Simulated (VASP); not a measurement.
Write the native input for VASP 6.6.1 that does the following.

| Quantity | Value |
| --- | --- |
| Task | single point |
| Functional | PBEsol |
| Potentials or basis | VASP PAW PBE potentials, release 64 (Zr_sv, H) |
| Cutoff | 520 eV |
| k mesh | 12 × 12 × 12 |
| Occupations | gaussian, width 0.1 eV |
| Spin | no spin polarisation |
| Dipole correction | no |
| Further INCAR settings | ALGO = Normal; EDIFF = 1e-06; NBANDS = 16 |

The structure of ZrH3 lies in POSCAR:

```
ZrH3
1.0
    3.0850243814      0.0000000000      0.0000000000
    0.0000000000      3.3663678014      0.0000000000
    0.0000000000      0.0000000000      3.0850243814
Zr H
1 3
Direct
    0.0000000000     -0.0246128225      0.0000000000
    0.0000000000      0.4976697315      0.5000000000
    0.5000000000      0.0292733595      0.5000000000
    0.5000000000      0.4976697315      0.0000000000
```

This cell differs from its parent crystal: strained and its atoms moved.

These files were run (other wordings do the same):

INCAR

```
ALGO = Normal ; EDIFF = 1E-6
ENCUT = 520 ; GGA = PS
ISIF = 2 ; ISMEAR = 0
LASPH = T ; LCHARG = F
LREAL = F ; LWAVE = F
NBANDS = 16 ; NELM = 60
PREC = Accurate ; SIGMA = 0.1
```

KPOINTS

```
k-points
0
Gamma
  12 12 12
```

Potentials or basis: VASP PAW PBE potentials, release 64 (Zr_sv, H).

Run with:

```sh
$ cat potpaw_PBE.64/Zr_sv/POTCAR potpaw_PBE.64/H/POTCAR > POTCAR
$ mpirun -np 1 vasp_std > vasp.out
```

It gave:

```json
{"Pressure": "-9.0 GPa", "Largest force": "0.293 eV/Å"}
```

Caveat: the cell differs from its parent crystal (strained and its atoms moved); the PAW data sets were made with another functional, which shifts forces and pressure a little.

Run time: 66 s on 1 thread of Intel(R) Xeon(R) Platinum 8375C CPU @ 2.90GHz (Ice Lake) (shared host), peak memory 0.21 GiB.
